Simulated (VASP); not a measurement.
## ScTa: single point with PBEsol

The system is ScTa.

```
CELL_PARAMETERS angstrom
3.22270 0.00000 0.00000
-1.61135 2.79094 0.00000
0.00000 0.00000 5.33204
ATOMIC_POSITIONS crystal
Sc 0.00000 0.00000 0.00000
Ta 0.33333 0.66667 0.50000
```

This cell differs from its parent crystal: Nb replaced by Ta, lengths x 1.011, strained.

```
Program                : VASP 6.6.1
Task                   : single point
Functional             : PBEsol
Potentials or basis    : VASP PAW PBE potentials, release 64 (Sc_sv, Ta_pv)
Cutoff                 : 520 eV
k mesh                 : 15 × 15 × 8
Occupations            : gaussian, width 0.1 eV
Spin                   : no spin polarisation
Dipole correction      : no
Further INCAR settings : ALGO = Fast; EDIFF = 1e-06; NBANDS = 18
```

```json
{
  "Pressure": "-16.7 GPa",
  "Band gap on the k mesh": "zero (bands 11 and 12 overlap by 1.30 eV)"
}
```

Stress tensor (GPa, compression positive):
```
-16.79   0.00   0.00
  0.00 -16.79   0.00
  0.00   0.00 -16.40
```

Levels at points of the mesh, in eV from the Fermi level:
| k point | band 8 | band 9 | band 10 | band 11 | band 12 | band 13 | band 14 | band 15 |
| --- | --- | --- | --- | --- | --- | --- | --- | --- |
| (0.00, 0.00, 0.00) | -6.32 | -2.80 | 0.13 | 0.75 | 0.75 | 0.99 | 1.79 | 1.79 |
| (0.00, 0.00, 0.50) | -5.40 | -3.81 | -0.49 | 0.63 | 0.63 | 0.68 | 1.36 | 1.36 |

Run time: 4.8 min on 1 thread of Intel Xeon 8259CL (shared host), peak memory 0.25 GiB.

Caveat: the cell differs from its parent crystal (Nb replaced by Ta, lengths x 1.011, strained); the cell stands under tension; the PAW data sets were made with another functional, which shifts forces and pressure a little; spin-orbit coupling is left out, which moves the levels of the heavy elements.
